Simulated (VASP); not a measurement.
Wanted: the native input for a VASP 6.6.1 run.

* Task: single point
* Functional: LDA
* Potentials or basis: VASP PAW LDA potentials, release 64 (Sn_d)
* Cutoff: 520 eV
* k mesh: 9 × 9 × 11
* Occupations: fermi-dirac, width 0.1 eV
* Spin: no spin polarisation
* Dipole correction: no
* Further INCAR settings: ALGO = Normal; EDIFF = 1e-06; NBANDS = 13

The structure of Sn lies in POSCAR:

```
Sn
1.0
   -1.7265390000      1.7755470000      2.3383420000
    1.7265390000     -1.7755470000      2.3383420000
    1.7265390000      1.7755470000     -2.3383420000
Sn
1
Direct
    0.0000000000      0.0000000000      0.0000000000
```

These files were run (other wordings do the same):

INCAR

```
SYSTEM = Sn
PREC = Accurate
ENCUT = 520
EDIFF = 1E-6
ISMEAR = -1
SIGMA = 0.1
LREAL = .False.
LASPH = .True.
NELM = 60
ALGO = Normal
ISIF = 2
LWAVE = .False.
LCHARG = .False.
NBANDS = 13
```

KPOINTS

```
regular mesh
0
Gamma
  9 9 11
  0 0 0
```

Potentials or basis: VASP PAW LDA potentials, release 64 (Sn_d).

Launch:

```sh
$ cat potpaw_LDA.64/Sn_d/POTCAR > POTCAR
$ mpirun -np 1 vasp_std > vasp.out
```

Results of the run:

| Quantity | Value |
| --- | --- |
| Pressure | -4.8 GPa |
| Band gap on the k mesh | zero (band 7 reaches 14.15 eV, above the bottom of band 8 at 5.34 eV) |

Caveat: spin-orbit coupling is left out, which moves the levels of the heavy elements.

Run time: 68 s on 1 thread of Intel(R) Xeon(R) Platinum 8488C (Sapphire Rapids), on a shared host, peak memory 0.26 GiB.
